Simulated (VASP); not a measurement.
Runs of VASP 6.6.1 on Cr. The structure is cubic, space group Im-3m (No. 229). The conventional cell has a = 2.884 Å, b = 2.884 Å, c = 2.884 Å, α = 90.00°, β = 90.00°, γ = 90.00°. Cr (site symmetry m-3m) has 14 Cr at 2.50 to 2.88 Å within 3.3 Å. 

```csv
spin,fixed moment (μB),pressure (GPa),moment (μB)
"collinear, ferromagnetic start",-,-24.6,0.00
"collinear, ferromagnetic start",1.57,-5.8,1.57
"collinear, ferromagnetic start",1.8,-1.1,1.80
"collinear, ferromagnetic start",0.45,(b),0.45
"collinear, ferromagnetic start",0.9,-17.6,0.90
"collinear, ferromagnetic start",1.12,-14.1,1.12
"collinear, ferromagnetic start",0.22,(c),0.22
"collinear, ferromagnetic start",1.35,(a),1.35
"collinear, zero start",0.0,-24.6,0.00
"collinear, ferromagnetic start",0.67,-20.9,0.67
```

Alike in all rows: task single point; level LDA; potentials or basis VASP PAW LDA potentials, release 64 (Cr_pv); cell as given; k mesh 14 × 14 × 14; cutoff (eV) 500; smearing gaussian 0.05 eV.

Question: Estimate the missing entries.

Answer: (a) -10.1; (b) -22.9; (c) -24.3.

Caveats: the total moment is fixed, so each spin has its own Fermi level (some runs).
